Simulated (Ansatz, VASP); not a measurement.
**PbS in VASP and in Ansatz**

```
CELL_PARAMETERS angstrom
4.20432 0.00000 0.00000
-2.10216 3.64105 0.00000
0.00000 0.00000 7.47757
ATOMIC_POSITIONS crystal
Pb 0.00000 0.00000 0.00000
Pb 0.00000 0.00000 0.50000
S 0.33333 0.66667 0.25000
S 0.66667 0.33333 0.75000
```

Alike in both runs: task single point; functional r2SCAN; k mesh 6 × 6 × 4; occupations fermi-dirac, width 0.02 eV; no spin polarisation.

```csv
,VASP,Ansatz
version,VASP 6.6.1,Ansatz 0.2.0
potentials or method,"VASP PAW PBE potentials, release 64 (Pb_d, S)","plane waves, PAW"
plane-wave cutoff (eV),520,500
valence electrons in the cell,40,40
```

|  | VASP | Ansatz | Ansatz less VASP |
| --- | --- | --- | --- |
| pressure (GPa) | -3.0 | -3.0 | +0.03 |
| traceless stress, the component that is largest in VASP (GPa) | -0.48 | -0.48 | -0.003 |

VASP's potentials were made for PBE, not for r2SCAN. With one functional, cell and mesh, what is left measures potentials, basis and numerics.

Neither program's run includes spin-orbit coupling.
